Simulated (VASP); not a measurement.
A run of VASP 6.6.1 is set up as follows.

File INCAR:

```
PREC = Accurate
ENCUT = 600
EDIFF = 1E-7
ISMEAR = 0
SIGMA = 0.1
LREAL = False
LASPH = True
NELM = 100
ALGO = Normal
ISIF = 3
LWAVE = False
LCHARG = False
GGA = PE
IBRION = 2
NSW = 100
EDIFFG = -0.01
```

KPOINTS

```
Automatic mesh
0
Gamma
  6 6 10
```

File POSCAR:

```
Si3Pb
1.0
    7.3186842976      0.0000000000      0.0000000000
   -3.6593421488      6.3381665240      0.0000000000
    0.0000000000      0.0000000000      3.6302853578
Si Pb
6 2
Direct
    0.8637466701      0.7274933402      0.2500000000
    0.1362533299      0.8637466701      0.7500000000
    0.2725066598      0.1362533299      0.2500000000
    0.1362533299      0.2725066598      0.7500000000
    0.8637466701      0.1362533299      0.2500000000
    0.7274933402      0.8637466701      0.7500000000
    0.3333333333      0.6666666667      0.2500000000
    0.6666666667      0.3333333333      0.7500000000
```

Potentials or basis: VASP PAW PBE potentials, release 64 (Si, Pb_d).

Command:

```console
$ cat potpaw_PBE.64/Si/POTCAR potpaw_PBE.64/Pb_d/POTCAR > POTCAR
$ mpirun -np 1 vasp_std > vasp.out
```

(1) Estimate the band gap on the k mesh.

(2) Predict the relaxed volume.

(3) Estimate the space group after relaxing (to 0.1 Å).

(4) Estimate the relaxed cell.

## Answers

(1) zero (bands 26 and 27 overlap by 1.74 eV).

(2) 21.06 Å³/atom.

(3) P6_3/mmc (No. 194).

(4) a = 7.360 Å, b = 7.360 Å, c = 3.591 Å, α = 90.00°, β = 90.00°, γ = 120.00°.

Caveat: spin-orbit coupling is left out, which moves the levels of the heavy elements.
